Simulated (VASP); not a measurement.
# Ge2SbO3 (P6/mmm) in VASP: a series of runs, part 2 of 3

VASP 6.6.1. The steps go on from the part before.

**3. Single point, PBE**

This run uses another cell than the first one, of 17.34 Å³/atom.

File INCAR:

```
SYSTEM = Ge2SbO3
  PREC = Accurate
  ENCUT = 520
  EDIFF = 1E-6
  ISMEAR = 0
  SIGMA = 0.1
  LREAL = .False.
  LASPH = .True.
  NELM = 80
  ALGO = Normal
  ISIF = 2
  LWAVE = .False.
  LCHARG = .True.
  GGA = PE
  LELF = .True.
  LVHAR = .True.
  NBANDS = 34
```

File KPOINTS:

```
Automatic mesh
0
Gamma
  6 6 4
  0 0 0
```

File POSCAR:

```
Ge2SbO3
1.0
    6.4549071761     -0.0000000040      0.0000000000
   -3.2274535846      5.5901135955      0.0000000000
    0.0000000000      0.0000000000      2.8831343829
Ge Sb O
2 1 3
Direct
    0.3333333333      0.6666666667      0.5000000000
    0.6666666667      0.3333333333      0.5000000000
    0.0000000000      0.0000000000      0.5000000000
    0.5000000000      0.0000000000      0.5000000000
    0.0000000000      0.5000000000      0.5000000000
    0.5000000000      0.5000000000      0.5000000000
```

Potentials or basis: VASP PAW PBE potentials, release 64 (Ge_d, Sb, O).

Started as:

```bash
$ cat potpaw_PBE.64/Ge_d/POTCAR potpaw_PBE.64/Sb/POTCAR potpaw_PBE.64/O/POTCAR > POTCAR
$ mpirun -np 1 vasp_std > vasp.out
```

It took 1.9 min on 1 thread of Oxide Virtual Turin-like, shared host; peak memory 0.22 GiB.

The run converged. Its results:

| Item | Value |
| --- | --- |
| Free energy | -30.3373 eV |
| Pressure | -0.2 GPa |
| Band gap on the k mesh | zero (an odd number of electrons rules out a gap without spin polarisation) |

Stress tensor (GPa, compression positive):
```
-0.09  0.00  0.00
 0.00 -0.09  0.00
 0.00  0.00 -0.52
```

Levels at points of the mesh, in eV from the Fermi level:
```tsv
k point	band 23	band 24	band 25	band 26	band 27	band 28	band 29	band 30
(0.00, 0.00, 0.00)	-1.78	-1.78	-0.23	-0.23	1.98	2.97	2.97	6.97
(0.50, 0.00, 0.00)	-2.00	-1.78	-1.37	-0.59	-0.01	5.31	5.51	5.83
(0.00, 0.00, 0.50)	-3.42	-2.47	-2.12	-1.72	1.74	2.10	2.10	4.63
(0.50, 0.00, 0.50)	-3.06	-2.73	-0.54	0.21	0.62	1.48	1.77	2.68
```

Caveat: the k points lie up to 0.54 Å⁻¹ apart, too coarse for converged energies and pressures of a metal; spin-orbit coupling is left out, which moves the levels of the heavy elements; an odd number of electrons without spin polarisation forces a metal; a magnetic or distorted state may lie lower.

**4. Single point, PBE**

This run uses another cell than the first one.

File INCAR:

```
PREC = Accurate ; ENCUT = 520
EDIFF = 1E-6 ; ISMEAR = 0
SIGMA = 0.1 ; LREAL = False
LASPH = True ; NELM = 100
ALGO = Normal ; ISIF = 2
LWAVE = False ; LCHARG = True
GGA = PE ; LELF = True
LVHAR = True ; NBANDS = 34
```

File KPOINTS:

```
regular mesh
0
Gamma
  6 6 4
```

File POSCAR:

```
Ge2SbO3
1.0
    4.7127477700      0.0000000000      0.0000000000
   -2.3563738800      4.0813592900      0.0000000000
    0.0000000000      0.0000000000      5.9009505200
Ge Sb O
2 1 3
Direct
    0.3333333300      0.6666666700      0.5000000000
    0.6666666700      0.3333333300      0.5000000000
    0.0000000000      0.0000000000      0.5000000000
    0.5000000000      0.0000000000      0.5000000000
    0.0000000000      0.5000000000      0.5000000000
    0.5000000000      0.5000000000      0.5000000000
```

Potentials or basis: VASP PAW PBE potentials, release 64 (Ge_d, Sb, O).

Started as:

```bash
$ cat potpaw_PBE.64/Ge_d/POTCAR potpaw_PBE.64/Sb/POTCAR potpaw_PBE.64/O/POTCAR > POTCAR
$ mpirun -np 1 vasp_std > vasp.out
```

OUTCAR:

```text
PREC = Accurate
   ENCUT = 520
   EDIFF = 1E-6
   ISMEAR = 0
   LREAL = False
   LASPH = True
   NELM = 100
   ISIF = 2
   GGA = PE

 ion  position               nearest neighbor table
   1  0.333  0.667  0.500-   4 1.36   5 1.36   6 1.36   3 2.72   2 2.72   2 2.72   3 2.72   3 2.72
                             2 2.72
   2  0.667  0.333  0.500-   4 1.36   5 1.36   6 1.36   3 2.72   1 2.72   1 2.72   3 2.72   3 2.72
                             1 2.72
   3  0.000  0.000  0.500-   5 2.36   5 2.36   4 2.36   4 2.36   6 2.36   6 2.36   1 2.72   2 2.72
                             2 2.72   1 2.72   2 2.72   1 2.72
   4  0.500  0.000  0.500-   1 1.36   2 1.36   3 2.36   3 2.36
   5  0.000  0.500  0.500-   1 1.36   2 1.36   3 2.36   3 2.36
   6  0.500  0.500  0.500-   1 1.36   2 1.36   3 2.36   3 2.36

  LATTYP: Found a hexagonal cell.
 ALAT       =     4.7127477700
 C/A-ratio  =     1.2521252586

  Lattice vectors:

 A1 = (   4.7127477700,   0.0000000000,   0.0000000000)
 A2 = (  -2.3563738800,   4.0813592900,   0.0000000000)
 A3 = (   0.0000000000,   0.0000000000,   5.9009505200)

Analysis of symmetry for initial positions (statically):
=====================================================================
 Subroutine PRICEL returns:
 Original cell was already a primitive cell.

 Routine SETGRP: Setting up the symmetry group for a
 hexagonal supercell.

 Subroutine GETGRP returns: Found 24 space group operations
 (whereof 24 operations were pure point group operations)
 out of a pool of 24 trial point group operations.

The static configuration has the point symmetry D_6h.

Analysis of symmetry for dynamics (positions and initial velocities):
=====================================================================
 Subroutine PRICEL returns:
 Original cell was already a primitive cell.

 Routine SETGRP: Setting up the symmetry group for a
 hexagonal supercell.

 Subroutine GETGRP returns: Found 24 space group operations
 (whereof 24 operations were pure point group operations)
 out of a pool of 24 trial point group operations.

The dynamic configuration has the point symmetry D_6h.

 Subroutine INISYM returns: Found 24 space group operations
 (whereof 24 operations are pure point group operations),
 and found     1 'primitive' translations

----------------------------------------------------------------------------------------

                                     Primitive cell

  volume of cell :     113.5013

  direct lattice vectors                    reciprocal lattice vectors
     4.712747770  0.000000000  0.000000000     0.212190435  0.122508205  0.000000000
    -2.356373880  4.081359290  0.000000000     0.000000000  0.245016410  0.000000000
     0.000000000  0.000000000  5.900950520     0.000000000  0.000000000  0.169464224

  length of vectors
     4.712747770  4.712747767  5.900950520     0.245016410  0.245016410  0.169464224

  position of ions in fractional coordinates (direct lattice)
     0.333333330  0.666666670  0.500000000
     0.666666670  0.333333330  0.500000000
     0.000000000  0.000000000  0.500000000
     0.500000000  0.000000000  0.500000000
     1.000000000  0.500000000  0.500000000
     0.500000000  0.500000000  0.500000000

  ion indices of the primitive-cell ions
[... 36 lines left out ...]
  0.000000  0.000000  0.000000      1.000000
  0.166667 -0.000000  0.000000      6.000000
  0.333333  0.000000  0.000000      6.000000
  0.500000  0.000000  0.000000      3.000000
  0.166667  0.166667  0.000000      6.000000
  0.333333  0.166667  0.000000     12.000000
[... 13 lines left out ...]
  0.333333  0.166667  0.500000     12.000000
  0.333333  0.333333  0.500000      2.000000
   k-points           NKPTS =     21   k-points in BZ     NKDIM =     21   number of bands    NBANDS=     34
   number of dos      NEDOS =    301   number of ions     NIONS =      6
   total plane-waves  NPLWV =  62208
   dimension x,y,z NGX =    36 NGY =   36 NGZ =   48
   dimension x,y,z NGXF=    72 NGYF=   72 NGZF=   96
   ions per type =               2   1   3
   NGX,Y,Z   is equivalent  to a cutoff of  12.70, 12.70, 13.52 a.u.
   NGXF,Y,Z  is equivalent  to a cutoff of  25.40, 25.40, 27.05 a.u.
 SYSTEM =  unknown system
   PREC   = accura    normal or accurate (medium, high low for compatibility)
   ISTART =      0    job   : 0-new  1-cont  2-samecut
   ICHARG =      2    charge: 1-file 2-atom 10-const
   ISPIN  =      1    spin polarized calculation?
   LNONCOLLINEAR =      F non collinear calculations
   LSORBIT =      F    spin-orbit coupling
   LASPH  =      T    aspherical Exc in radial PAW
   ENCUT  =  520.0 eV  38.22 Ry    6.18 a.u.   8.76  8.76 10.97*2*pi/ulx,y,z
   NELM   =    100;   NELMIN=  2; NELMDL= -5     # of ELM steps
   EDIFF  = 0.1E-05   stopping-criterion for ELM
   LREAL  =      F    real-space projection
   EDIFFG = 0.1E-04   stopping-criterion for IOM
   NSW    =      0    number of steps for IOM
   IBRION =     -1    ionic relax: 0-MD 1-quasi-New 2-CG
   NFREE  =      0    steps in history (QN), initial steepest desc. (CG)
   ISIF   =      2    stress and relaxation
   ISYM   =      2    0-nonsym 1-usesym 2-fastsym
   POTIM  = 0.5000    time-step for ionic-motion
   TEBEG  =    0.0;   TEEND  =   0.0 temperature during run
   PSTRESS=    0.0 pullay stress
   NELECT =      51.0000    total number of electrons
   NUPDOWN=      -1.0000    fix difference up-down
   EMIN   =  10.00;   EMAX   =-10.00  energy-range for DOS
   EFERMI =   0.00;   METHOD = LEGACY
   ISMEAR =     0;   SIGMA  =   0.10  broadening in eV -4-tet -1-fermi 0-gaus
   EFERMI_NEDOS =   21; number of points for ismear=-14 and -15
   IALGO  =     38    algorithm
   IMIX   =      4    mixing-type and parameters
     AMIX     =   0.40;   BMIX     =  1.00
     AMIX_MAG =   1.60;   BMIX_MAG =  1.00
  volume/ion in A,a.u.               =      18.92       127.66
  Fermi-wavevector in a.u.,A,eV,Ry     =   1.253905  2.369536 21.392130  1.572277
  Thomas-Fermi vector in A             =   2.387735
   LORBIT       =      0    0 simple, 1 ext, 2 COOP (PROOUT), +10 PAW based schemes
   GGA     = PE    functional components
   LHFCALC =     F    Hartree Fock is set to
   AEXX    =    0.0000 exact exchange contribution
   IVDW    =     0    specifies the selected vdW correction
   LEPSILON=     F    determine dielectric tensor
   LRPA    =     F    only Hartree local field effects (RPA)
 non-spin polarized calculation
 Gauss-broadening in eV      SIGMA  =   0.10
  energy-cutoff  :      520.00
  volume of cell :      113.50
 maximum number of plane-waves:      3090
 NGX is ok and might be reduce to    36
   NGX = 17   NGY = 17   NGZ = 21

 number of electron      50.9999986 magnetization

 Free energy of the ion-electron system (eV)
  ---------------------------------------------------
  ext. energy  EPLUGINS =         0.00000000
  ---------------------------------------------------
  free energy    TOTEN  =         6.69530793 eV

  energy without entropy =        6.70598105  energy(sigma->0) =        6.70064449

 E-fermi :   5.8937     XC(G=0):  -8.3916

 val. band max:        5.8460393110   @ k =   0.3333   0.0000   0.2500
 cond. band min:       5.9364325060   @ k =   0.3333   0.0000   0.0000
 fundamental gap:      0.0903931950
 Fermi energy:         5.8936556453

 k-point     1 :       0.0000    0.0000    0.0000
  band No.  band energies     occupation
      1     -26.8171      2.00000
      2     -26.2132      2.00000
      3     -26.2132      2.00000
      4     -24.5044      2.00000
      5     -24.5044      2.00000
      6     -23.8927      2.00000
[... 766 lines left out ...]
     33      11.9571      0.00000
     34      12.1550      0.00000

------------------------ aborting loop because EDIFF is reached ----------------------------------------

  FORCE on cell =-STRESS in cart. coord.  units (eV):
  Direction    XX          YY          ZZ          XY          YZ          ZX
  --------------------------------------------------------------------------------------
  -------------------------------------------------------------------------------------
  Total      158.3005118    158.3005118     -0.5067594      0.0000002     -0.0000000      0.0000000
  in kB     2234.5593992   2234.5593987     -7.1533823      0.0000027     -0.0000000      0.0000000
  external PRESSURE =    1487.3218052 kB  Pullay stress =       0.0000000 kB

 VOLUME and BASIS-vectors are now :
 -----------------------------------------------------------------------------
  energy-cutoff  :      520.00
  volume of cell :      113.50
      direct lattice vectors                 reciprocal lattice vectors
     4.712747770  0.000000000  0.000000000     0.212190435  0.122508205  0.000000000
    -2.356373880  4.081359290  0.000000000     0.000000000  0.245016410  0.000000000
     0.000000000  0.000000000  5.900950520     0.000000000  0.000000000  0.169464224

 POSITION                                       TOTAL-FORCE (eV/Angst)
 -----------------------------------------------------------------------------------
     -0.00000      2.72091      2.95048        -0.000000      0.000000      0.000000
      2.35637      1.36045      2.95048         0.000000     -0.000000     -0.000000
      0.00000      0.00000      2.95048        -0.000000      0.000000      0.000000
      2.35637      0.00000      2.95048        -0.000000      0.000000      0.000000
     -1.17819      2.04068      2.95048        -0.000000      0.000000      0.000000
      1.17819      2.04068      2.95048        -0.000000      0.000000      0.000000
 -----------------------------------------------------------------------------------
    total drift:                                0.000000      0.000000      0.000000

  FREE ENERGIE OF THE ION-ELECTRON SYSTEM (eV)
  ---------------------------------------------------
  free  energy   TOTEN  =         6.6953079340 eV

  energy  without entropy=        6.7059810533  energy(sigma->0) =        6.70064449
```

stdout:

```text
POSCAR found type information on POSCAR GeSbO
 POSCAR found :  3 types and       6 ions
 scaLAPACK will be used
 LDA part: xc-table for (Slater+PW92), standard interpolation
 POSCAR, INCAR and KPOINTS ok, starting setup
 FFT: planning ... GRIDC
 FFT: planning ... GRID_SOFT
 FFT: planning ... GRID
 WAVECAR not read
 entering main loop
```

Wall time 2.1 min (1 thread of Oxide Virtual Turin-like, shared host); peak memory 0.24 GiB.

What came out:

```yaml
Free_energy: 6.6953 eV
Pressure: 148.7 GPa
Band_gap_on_the_k_mesh: zero (an odd number of electrons rules out a gap without spin polarisation)
```

Caveat: the stress differs along the axes, from -1 to 223 GPa; spin-orbit coupling is left out, which moves the levels of the heavy elements; an odd number of electrons without spin polarisation forces a metal; a magnetic or distorted state may lie lower.

(Part 2 of 3 ends here.)

The gap in the log of VASP goes by the Fermi energy; the results here count the filled bands.